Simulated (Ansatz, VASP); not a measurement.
Ba in VASP and in Ansatz

The input INCAR:

```
ALGO     = Normal         # electronic algorithm
EDIFF    = 1E-6           # SCF threshold, eV
ENCUT    = 520            # plane-wave cutoff, eV
GGA      = PS             # functional
ISIF     = 2              # what is computed and relaxed
ISMEAR   = -1             # smearing method
LASPH    = True           # aspherical terms in the spheres
LCHARG   = True           # write CHGCAR
LELF     = True           # ELF
LREAL    = False          # projectors in reciprocal space
LVHAR    = True         
LWAVE    = False          # write WAVECAR
NBANDS   = 11             # bands
NELM     = 60             # most SCF steps
PREC     = Accurate       # precision mode
SIGMA    = 0.05           # smearing width, eV
```

File KPOINTS:

```
k-points
0
Gamma
  10 10 10
```

POSCAR

```
Ba
1.0
   -2.5250000000      2.5000000000      2.5000000000
    2.5000000000     -2.5250000000      2.5000000000
    2.5000000000      2.5000000000     -2.5250000000
Ba
1
Direct
    0.0000000000      0.0000000000      0.0000000000
```

Input for Ansatz:

```yaml
crystal:
  lattice:
    - [-2.525, 2.5, 2.5]
    - [2.5, -2.525, 2.5]
    - [2.5, 2.5, -2.525]
  atoms:
    - { symbol: Ba, position: [0.0, 0.0, 0.0] }
kpoints:
  mp_grid: { grid: [10, 10, 10] }
  band_path:
    path:
      - [0.0, 0.0, 0.0]
      - [0.0, 0.0, 0.5]
      - [-0.5, 0.5, 0.5]
      - [-0.7524689983, 0.2475310017, 0.2475310017]
      - [0.2475310017, 0.2475310017, 0.2475310017]
      - [0.0, 0.0, 0.0]
      - [-0.5, 0.0, 0.5]
    npoints: 5
scf:
  occupations: { method: fermi_dirac, width: 0.05 }
hamiltonian:
  xc: pbesol
  pseudopotentials: { kind: all_electron, lapw: { basis_error: 0.0005 } }
output:
  forces: true
  stress: true
  eigenvalues: true
```

Change from the starting cell: equal xy, yz and zx shear strains of -1 %.

Alike in both runs: task single point; functional PBEsol; k mesh 10 × 10 × 10; occupations fermi-dirac, width 0.05 eV; no spin polarisation.

```csv
,VASP,Ansatz
version,VASP 6.6.1,Ansatz 0.2.0
potentials or method,"VASP PAW PBE potentials, release 64 (Ba_sv), cutoff 520 eV","all-electron LAPW, scalar-relativistic"
```

Ansatz gave:

- pressure (GPa): -0.6
- traceless stress, the component that is largest in VASP (GPa): 0.10

Problem. What did VASP give for the same quantities?

Solution. Pressure (GPa): -0.5; traceless stress, the component that is largest in VASP (GPa): 0.10.

VASP's potentials were made for PBE, not for PBEsol. Ansatz ran all-electron here, and VASP with PAW potentials.

Neither program's run includes spin-orbit coupling.
